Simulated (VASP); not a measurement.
MnS:

```xyz
2
Lattice="0.0000 2.7950 2.7950 2.7950 0.0000 2.7950 2.7950 2.7950 0.0000" Properties=species:S:1:pos:R:3 pbc="T T T"
Mn    0.0000    0.0000    0.0000
S     4.1925    4.1925    4.1925
```

Base run:

- Program: VASP 6.6.1
- Functional: PBEsol
- Potentials or basis: VASP PAW PBE potentials, release 64 (Mn_pv, S)
- Cutoff: 500 eV
- k mesh: 6 × 6 × 6
- Occupations: fermi-dirac, width 0.1 eV
- Spin: collinear spin, ferromagnetic start
- Starting moments: [1.0, 0.0] μB
- Fixed moment: 1 μB
- Hubbard terms: Mn d U = 3.9 eV

Its results: pressure -14.2 GPa; site moments Mn +0.89; S +0.01 μB.

Question: The run is repeated on the same cell with these changes: fixed moment from 1 μB to 3 μB; moments at the start from [1.0, 0.0] to [3.0, 0.0]. What comes out?

Answer: Pressure -11.9 GPa; site moments Mn +3.38; S -0.26 μB.

Caveats: the cell stands under tension; the PAW data sets were made with another functional, which shifts forces and pressure a little; the total moment is fixed, so each spin has its own Fermi level and the state may be an excited one; a cell with one magnetic atom can't hold antiferromagnetic order, which such compounds often take.
